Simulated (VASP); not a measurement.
# Ba (Fd-3m) in VASP: a series of runs

The runs below take Ba through single point, with PBE.

Everything below comes from runs of VASP 6.6.1. Logs are shortened: lines on timing, memory, paths and dates and some standing lists are left out, and cuts for length are marked.

## (1) The cell of the first run

It takes space group Fd-3m (No. 227, cubic). The conventional cell has a = 7.128 Å, b = 7.128 Å, c = 7.128 Å, α = 90.00°, β = 90.00°, γ = 90.00°. Within 4.1 Å of Ba (site symmetry -43m) lie 4 Ba at 3.09 Å.

## (2) Single point, PBE (volume scaled by 0.8)

Contents of INCAR:

```
SYSTEM = Ba
  PREC = Accurate
  ENCUT = 520
  EDIFF = 1E-6
  ISMEAR = -1
  SIGMA = 0.05
  LREAL = .FALSE.
  LASPH = .TRUE.
  NELM = 100
  ALGO = Normal
  ISIF = 2
  LWAVE = .FALSE.
  LCHARG = .FALSE.
  GGA = PE
  NBANDS = 17
```

Contents of KPOINTS:

```
Automatic mesh
0
G
  9 9 9
  0 0 0
```

Contents of POSCAR:

```
Ba
1.0
    0.0000000000      3.5638914972      3.5638914972
    3.5638914972      0.0000000000      3.5638914972
    3.5638914972      3.5638914972      0.0000000000
Ba
2
Direct
   -0.1250000000     -0.1250000000     -0.1250000000
    0.1250000000      0.1250000000      0.1250000000
```

Potentials or basis: VASP PAW PBE potentials, release 64 (Ba_sv).

Launch:

```sh
cat potpaw_PBE.64/Ba_sv/POTCAR > POTCAR
mpirun -np 1 vasp_std > vasp.out
```

OUTCAR:

```text
SYSTEM = Ba
   PREC = Accurate
   ENCUT = 520
   EDIFF = 1E-6
   ISMEAR = -1
   LREAL = .FALSE.
   LASPH = .TRUE.
   NELM = 100
   ISIF = 2
   GGA = PE

 ion  position               nearest neighbor table
   1  0.875  0.875  0.875-   2 3.09   2 3.09   2 3.09   2 3.09
   2  0.125  0.125  0.125-   1 3.09   1 3.09   1 3.09   1 3.09

  LATTYP: Found a face centered cubic cell.
 ALAT       =     7.1277829944

  Lattice vectors:

 A1 = (   0.0000000000,   3.5638914972,   3.5638914972)
 A2 = (   3.5638914972,   0.0000000000,   3.5638914972)
 A3 = (   3.5638914972,   3.5638914972,   0.0000000000)

Analysis of symmetry for initial positions (statically):
=====================================================================
 Subroutine PRICEL returns:
 Original cell was already a primitive cell.

 Routine SETGRP: Setting up the symmetry group for a
 face centered cubic supercell.

 Subroutine GETGRP returns: Found 48 space group operations
 (whereof 12 operations were pure point group operations)
 out of a pool of 48 trial point group operations.

The static configuration has the point symmetry D_3d.
 The point group associated with its full space group is O_h .

Analysis of symmetry for dynamics (positions and initial velocities):
=====================================================================
 Subroutine PRICEL returns:
 Original cell was already a primitive cell.

 Routine SETGRP: Setting up the symmetry group for a
 face centered cubic supercell.

 Subroutine GETGRP returns: Found 48 space group operations
 (whereof 12 operations were pure point group operations)
 out of a pool of 48 trial point group operations.

The dynamic configuration has the point symmetry D_3d.
 The point group associated with its full space group is O_h .

 Subroutine INISYM returns: Found 48 space group operations
 (whereof 12 operations are pure point group operations),
 and found     1 'primitive' translations

----------------------------------------------------------------------------------------

                                     Primitive cell

  volume of cell :      90.5323

  direct lattice vectors                    reciprocal lattice vectors
     0.000000000  3.563891497  3.563891497    -0.140296078  0.140296078  0.140296078
     3.563891497  0.000000000  3.563891497     0.140296078 -0.140296078  0.140296078
     3.563891497  3.563891497  0.000000000     0.140296078  0.140296078 -0.140296078

  length of vectors
     5.040103690  5.040103690  5.040103690     0.242999935  0.242999935  0.242999935

  position of ions in fractional coordinates (direct lattice)
     0.875000000  0.875000000  0.875000000
     0.125000000  0.125000000  0.125000000

  ion indices of the primitive-cell ions
   primitive index   ion index
                 1           1
                 2           2

----------------------------------------------------------------------------------------

 KPOINTS: Automatic mesh

Automatic generation of k-mesh.
 Grid dimensions read from file:
 generate k-points for:    9    9    9

 Generating k-lattice:

  Cartesian coordinates                     Fractional coordinates (reciprocal lattice)
    -0.015588453  0.015588453  0.015588453     0.111111111  0.000000000  0.000000000
     0.015588453 -0.015588453  0.015588453     0.000000000  0.111111111  0.000000000
     0.015588453  0.015588453 -0.015588453     0.000000000  0.000000000  0.111111111

  Length of vectors
     0.026999993  0.026999993  0.026999993

  Shift w.r.t. Gamma in fractional coordinates (k-lattice)
     0.000000000  0.000000000  0.000000000

 Subroutine IBZKPT returns following result:
 ===========================================

 Found     35 irreducible k-points:

 Following reciprocal coordinates:
            Coordinates               Weight
  0.000000  0.000000  0.000000      1.000000
  0.111111  0.000000  0.000000      8.000000
  0.222222  0.000000  0.000000      8.000000
  0.333333  0.000000  0.000000      8.000000
  0.444444  0.000000  0.000000      8.000000
  0.111111  0.111111  0.000000      6.000000
[... 16 lines left out ...]
 -0.333333  0.333333  0.000000     12.000000
  0.444444  0.444444  0.000000      6.000000
 [... further k-points ...]
   k-points           NKPTS =     35   k-points in BZ     NKDIM =     35   number of bands    NBANDS=     17
   number of dos      NEDOS =    301   number of ions     NIONS =      2
   total plane-waves  NPLWV =  64000
   dimension x,y,z NGX =    40 NGY =   40 NGZ =   40
   dimension x,y,z NGXF=    80 NGYF=   80 NGZF=   80
   ions per type =               2
   NGX,Y,Z   is equivalent  to a cutoff of  13.19, 13.19, 13.19 a.u.
   NGXF,Y,Z  is equivalent  to a cutoff of  26.39, 26.39, 26.39 a.u.
 SYSTEM =  Ba
   PREC   = accura    normal or accurate (medium, high low for compatibility)
   ISTART =      0    job   : 0-new  1-cont  2-samecut
   ICHARG =      2    charge: 1-file 2-atom 10-const
   ISPIN  =      1    spin polarized calculation?
   LNONCOLLINEAR =      F non collinear calculations
   LSORBIT =      F    spin-orbit coupling
   LASPH  =      T    aspherical Exc in radial PAW
   ENCUT  =  520.0 eV  38.22 Ry    6.18 a.u.   9.37  9.37  9.37*2*pi/ulx,y,z
   NELM   =    100;   NELMIN=  2; NELMDL= -5     # of ELM steps
   EDIFF  = 0.1E-05   stopping-criterion for ELM
   LREAL  =      F    real-space projection
   EDIFFG = 0.1E-04   stopping-criterion for IOM
   NSW    =      0    number of steps for IOM
   IBRION =     -1    ionic relax: 0-MD 1-quasi-New 2-CG
   NFREE  =      0    steps in history (QN), initial steepest desc. (CG)
   ISIF   =      2    stress and relaxation
   ISYM   =      2    0-nonsym 1-usesym 2-fastsym
   POTIM  = 0.5000    time-step for ionic-motion
   TEBEG  =    0.0;   TEEND  =   0.0 temperature during run
   PSTRESS=    0.0 pullay stress
   NELECT =      20.0000    total number of electrons
   NUPDOWN=      -1.0000    fix difference up-down
   EMIN   =  10.00;   EMAX   =-10.00  energy-range for DOS
   EFERMI =   0.00;   METHOD = LEGACY
   ISMEAR =    -1;   SIGMA  =   0.05  broadening in eV -4-tet -1-fermi 0-gaus
   EFERMI_NEDOS =   21; number of points for ismear=-14 and -15
   IALGO  =     38    algorithm
   IMIX   =      4    mixing-type and parameters
     AMIX     =   0.40;   BMIX     =  1.00
     AMIX_MAG =   1.60;   BMIX_MAG =  1.00
  volume/ion in A,a.u.               =      45.27       305.47
  Fermi-wavevector in a.u.,A,eV,Ry     =   0.989655  1.870176 13.325769  0.979416
  Thomas-Fermi vector in A             =   2.121269
   LORBIT       =      0    0 simple, 1 ext, 2 COOP (PROOUT), +10 PAW based schemes
   GGA     = PE    functional components
   LHFCALC =     F    Hartree Fock is set to
   AEXX    =    0.0000 exact exchange contribution
   IVDW    =     0    specifies the selected vdW correction
   LEPSILON=     F    determine dielectric tensor
   LRPA    =     F    only Hartree local field effects (RPA)
 non-spin polarized calculation
  energy-cutoff  :      520.00
  volume of cell :       90.53
 maximum number of plane-waves:      2454
 NGX is ok and might be reduce to    40
   NGX = 19   NGY = 19   NGZ = 19

 number of electron      20.0000001 magnetization

 Free energy of the ion-electron system (eV)
  ---------------------------------------------------
  ext. energy  EPLUGINS =         0.00000000
  ---------------------------------------------------
  free energy    TOTEN  =        -1.52497369 eV

  energy without entropy =       -1.51094124  energy(sigma->0) =       -1.51795746

 E-fermi :   2.4677     XC(G=0):  -8.4069

 val. band max:        2.4279893957   @ k =  -0.3333   0.2222   0.0000
 cond. band min:       2.4695662441   @ k =  -0.4444   0.1111   0.0000
 fundamental gap:      0.0415768484
 Fermi energy:         2.4676772451

 k-point     1 :       0.0000    0.0000    0.0000
  band No.  band energies     occupation
      1     -26.9348      2.00000
      2     -25.5793      2.00000
      3     -12.5421      2.00000
      4     -12.5421      2.00000
      5     -12.5421      2.00000
      6     -10.7476      2.00000
[... 9 lines left out ...]
     16       6.4545      0.00000
     17       6.4545      0.00000

 k-point     2 :       0.1111    0.0000    0.0000
  band No.  band energies     occupation
      1     -26.9076      2.00000
      2     -25.6139      2.00000
      3     -12.5745      2.00000
      4     -12.5745      2.00000
      5     -12.5456      2.00000
      6     -10.7274      2.00000
[... 9 lines left out ...]
     16       6.3335      0.00000
     17       6.3335      0.00000

 k-point     3 :       0.2222    0.0000    0.0000
  band No.  band energies     occupation
      1     -26.8317      2.00000
      2     -25.7088      2.00000
      3     -12.6506      2.00000
      4     -12.6506      2.00000
      5     -12.5595      2.00000
      6     -10.6667      2.00000
[... 9 lines left out ...]
     16       6.2822      0.00000
     17       6.2822      0.00000

 k-point     4 :       0.3333    0.0000    0.0000
  band No.  band energies     occupation
      1     -26.7268      2.00000
      2     -25.8351      2.00000
      3     -12.7286      2.00000
      4     -12.7286      2.00000
      5     -12.5831      2.00000
      6     -10.5823      2.00000
[... 9 lines left out ...]
     16       6.8671      0.00000
     17       6.8671      0.00000

 k-point     5 :       0.4444    0.0000    0.0000
  band No.  band energies     occupation
      1     -26.6390      2.00000
      2     -25.9368      2.00000
      3     -12.7757      2.00000
      4     -12.7757      2.00000
      5     -12.6023      2.00000
      6     -10.5189      2.00000
[... 9 lines left out ...]
     16       7.6286      0.00000
     17       7.6288      0.00000

 k-point     6 :       0.1111    0.1111    0.0000
  band No.  band energies     occupation
      1     -26.8983      2.00000
      2     -25.6258      2.00000
      3     -12.6151      2.00000
      4     -12.6151      2.00000
      5     -12.4797      2.00000
      6     -10.8067      2.00000
[... 9 lines left out ...]
     16       6.2771      0.00000
     17       6.2771      0.00000

 k-point     7 :       0.2222    0.1111    0.0000
  band No.  band energies     occupation
      1     -26.8375      2.00000
      2     -25.7017      2.00000
      3     -12.6976      2.00000
      4     -12.6941      2.00000
      5     -12.4335      2.00000
      6     -10.8309      2.00000
[... 9 lines left out ...]
     16       6.0147      0.00000
     17       6.2151      0.00000

 k-point     8 :       0.3333    0.1111    0.0000
  band No.  band energies     occupation
      1     -26.7389      2.00000
      2     -25.8208      2.00000
      3     -12.7997      2.00000
      4     -12.7699      2.00000
      5     -12.4107      2.00000
      6     -10.8021      2.00000
[... 9 lines left out ...]
     16       6.1760      0.00000
     17       6.6866      0.00000
[... 203 lines left out ...]
      1     -26.6802      2.00000
      2     -25.8894      2.00000
      3     -12.9539      2.00000
      4     -12.7413      2.00000
      5     -12.3192      2.00000
      6     -10.8432      2.00000
[... 9 lines left out ...]
     16       5.7022      0.00000
     17       5.9817      0.00000

 k-point    20 :       0.3333    0.3333    0.0000
  band No.  band energies     occupation
      1     -26.6255      2.00000
      2     -25.9520      2.00000
      3     -12.9263      2.00000
      4     -12.9263      2.00000
      5     -12.0541      2.00000
      6     -11.2008      2.00000
[... 9 lines left out ...]
     16       6.7335      0.00000
     17       6.7337      0.00000

 k-point    21 :       0.4444    0.3333    0.0000
  band No.  band energies     occupation
      1     -26.5185      2.00000
      2     -26.0706      2.00000
      3     -13.0011      2.00000
      4     -12.9678      2.00000
      5     -11.9229      2.00000
      6     -11.3007      2.00000
[... 9 lines left out ...]
     16       6.4016      0.00000
     17       6.8874      0.00000

 k-point    22 :      -0.4444    0.3333    0.0000
  band No.  band energies     occupation
      1     -26.4264      2.00000
      2     -26.1688      2.00000
      3     -13.0746      2.00000
      4     -12.9596      2.00000
      5     -11.8628      2.00000
      6     -11.3073      2.00000
[... 9 lines left out ...]
     16       5.9379      0.00000
     17       6.9186      0.00000

 k-point    23 :      -0.3333    0.3333    0.0000
  band No.  band energies     occupation
      1     -26.4644      2.00000
      2     -26.1287      2.00000
      3     -13.0971      2.00000
      4     -12.9045      2.00000
      5     -11.9778      2.00000
      6     -11.1558      2.00000
[... 9 lines left out ...]
     16       5.8910      0.00000
     17       6.7924      0.00000

 k-point    24 :       0.4444    0.4444    0.0000
  band No.  band energies     occupation
      1     -26.4146      2.00000
      2     -26.1811      2.00000
      3     -13.0140      2.00000
      4     -13.0140      2.00000
      5     -11.7656      2.00000
      6     -11.4735      2.00000
[... 9 lines left out ...]
     16       6.0176      0.00000
     17       7.7663      0.00000

 [... further k-points ...]
[... 5 lines left out ...]
  --------------------------------------------------------------------------------------
  -------------------------------------------------------------------------------------
  Total        3.0092989      3.0092989      3.0092989     -0.0000000      0.0000000      0.0000000
  in kB       53.2564840     53.2564840     53.2564840     -0.0000000      0.0000000      0.0000000
  external PRESSURE =      53.2564840 kB  Pullay stress =       0.0000000 kB

 VOLUME and BASIS-vectors are now :
 -----------------------------------------------------------------------------
  energy-cutoff  :      520.00
  volume of cell :       90.53
      direct lattice vectors                 reciprocal lattice vectors
     0.000000000  3.563891497  3.563891497    -0.140296078  0.140296078  0.140296078
     3.563891497  0.000000000  3.563891497     0.140296078 -0.140296078  0.140296078
     3.563891497  3.563891497  0.000000000     0.140296078  0.140296078 -0.140296078

 POSITION                                       TOTAL-FORCE (eV/Angst)
 -----------------------------------------------------------------------------------
      6.23681      6.23681      6.23681        -0.000000     -0.000000     -0.000000
      0.89097      0.89097      0.89097         0.000000      0.000000      0.000000
 -----------------------------------------------------------------------------------
    total drift:                                0.000000      0.000000     -0.000000

  FREE ENERGIE OF THE ION-ELECTRON SYSTEM (eV)
  ---------------------------------------------------
  free  energy   TOTEN  =        -1.5249736880 eV

  energy  without entropy=       -1.5109412417  energy(sigma->0) =       -1.51795746
```

It took 54 s on 1 thread of AMD EPYC 7R43 (Zen 3), shared host; peak memory 0.21 GiB.

Results:

```yaml
Free_energy: -1.5250 eV
Pressure: 5.3 GPa
Band_gap_on_the_k_mesh: zero (band 10 reaches 2.70 eV, above the bottom of band 11 at 2.40 eV)
```

Levels at points of the mesh, in eV from the Fermi level:
| k point | band 7 | band 8 | band 9 | band 10 | band 11 | band 12 | band 13 | band 14 |
| --- | --- | --- | --- | --- | --- | --- | --- | --- |
| (0.00, 0.00, 0.00) | -13.22 | -13.22 | -1.93 | 0.12 | 0.12 | 1.77 | 1.77 | 1.77 |

Caveat: spin-orbit coupling is left out, which moves the levels of the heavy elements.

(Continued in part 2 of 2.)
